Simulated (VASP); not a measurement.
Input of a VASP 6.6.1 run:

File INCAR:

```
SYSTEM = SmF
ALGO = Normal
EDIFF = 1E-6
ENCUT = 600
GGA = PE
GGA_COMPAT = .FALSE.
ISIF = 2
ISMEAR = 0
LASPH = .TRUE.
LCHARG = .FALSE.
LMAXMIX = 6
LREAL = .FALSE.
LWAVE = .FALSE.
NBANDS = 16
NELM = 200
PREC = Accurate
SIGMA = 0.1
```

File KPOINTS:

```
k-points
0
G
  6 6 4
  0 0 0
```

POSCAR

```
SmF
1.0
    3.4373598171     -1.5542206897      0.0000000000
    3.4373598171      1.5542206897      0.0000000000
   -0.0520045829      0.0000000000      3.9175561622
Sm F
1 1
Direct
    0.0000000000      0.0000000000      0.5000000000
    0.5000000000      0.5000000000      0.0000000000
```

Potentials or basis: VASP PAW PBE potentials, release 64 (Sm_3, F), 4f in core.

The run is started by

```console
$ cat potpaw_PBE.64/Sm_3/POTCAR potpaw_PBE.64/F/POTCAR > POTCAR
$ mpirun -np 1 vasp_std > vasp.out
```

Question: Predict the pressure.

Answer: 0.5 GPa.

Question: What does it give for the band gap on the k mesh?

Answer: Zero (bands 9 and 10 overlap by 1.41 eV).

Stress tensor (GPa, compression positive):
```
 1.13  0.00  0.12
 0.00  0.52  0.00
 0.12  0.00 -0.09
```

Caveat: the k points lie up to 0.40 Å⁻¹ apart, too coarse for converged energies and pressures of a metal; spin-orbit coupling is left out, which moves the levels of the heavy elements; the 4f electrons are frozen in the core, so they carry no moment and show no levels; the run has no spin polarisation, though such a crystal can be magnetic. With open d or f shells a metallic result of PBE can be an artefact of self-interaction; +U or a hybrid may open a gap.
